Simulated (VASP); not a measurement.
Input of a VASP 6.6.1 run:

The input INCAR:

```
SYSTEM = GaN
ALGO     = Normal         ! electronic algorithm
EDIFF    = 1E-6           ! SCF threshold, eV
EDIFFG   = -0.02          ! ionic threshold
ENCUT    = 600            ! plane-wave cutoff, eV
GGA      = PS             ! functional
IBRION   = 2              ! ionic algorithm
ISIF     = 3              ! what is computed and relaxed
ISMEAR   = -1             ! smearing method
LASPH    = .TRUE.         ! aspherical terms in the spheres
LCHARG   = .FALSE.        ! write CHGCAR
LREAL    = .FALSE.        ! projectors in reciprocal space
LWAVE    = .FALSE.        ! write WAVECAR
NELM     = 80             ! most SCF steps
NSW      = 80             ! ionic steps
PREC     = Accurate       ! precision mode
PSTRESS  = 100.0        
SIGMA    = 0.05           ! smearing width, eV
```

KPOINTS

```
k-points
0
G
  10 10 10
  0 0 0
```

The input POSCAR:

```
GaN
1.0
    0.0000000000      2.2535006075      2.2535006075
    2.2535006075      0.0000000000      2.2535006075
    2.2535006075      2.2535006075      0.0000000000
Ga N
1 1
Direct
    0.0000000000      0.0000000000      0.0000000000
    0.2500000000      0.2500000000      0.2500000000
```

Potentials or basis: VASP PAW PBE potentials, release 64 (Ga_d, N).

Launch:

```bash
$ cat potpaw_PBE.64/Ga_d/POTCAR potpaw_PBE.64/N/POTCAR > POTCAR
$ mpirun -np 1 vasp_std > vasp.out
```

(1) Estimate the band gap on the k mesh.

(2) Predict the space group after relaxing (to 0.05 Å).

(3) What does it give for the relaxed cell?

Results:

(1) 2.03 eV, direct.

(2) F-43m (No. 216).

(3) a = 3.129 Å, b = 3.129 Å, c = 3.129 Å, α = 60.00°, β = 60.00°, γ = 60.00°.

Caveat: the cell is relaxed towards a set pressure, so the enthalpy falls and the energy may rise.
